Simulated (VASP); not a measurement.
A run of VASP 6.6.1 is set up as follows.

INCAR

```
ALGO = Normal
EDIFF = 1E-6
ENCUT = 520
GGA = PE
ISIF = 2
ISMEAR = -1
LASPH = T
LCHARG = T
LELF = T
LREAL = F
LVHAR = T
LWAVE = F
NBANDS = 12
NELM = 100
PREC = Accurate
SIGMA = 0.1
```

The input KPOINTS:

```
k-points
0
Gamma
  13 13 13
```

POSCAR

```
Ti
1.0
    2.5346541514      0.0000000000      0.0000000000
    0.0000000000      2.5346541514      0.0000000000
    0.0000000000      0.0000000000      2.5346541514
Ti
1
Direct
    0.0000000000      0.0000000000      0.0000000000
```

Potentials or basis: VASP PAW PBE potentials, release 64 (Ti_sv).

Launch:

```bash
$ cat potpaw_PBE.64/Ti_sv/POTCAR > POTCAR
$ mpirun -np 1 vasp_std > vasp.out
```

(1) What does it give for the pressure?

(2) Predict the band gap on the k mesh.

## Answers

(1) 12.2 GPa.

(2) zero (band 6 reaches 9.65 eV, above the bottom of band 7 at 7.28 eV).
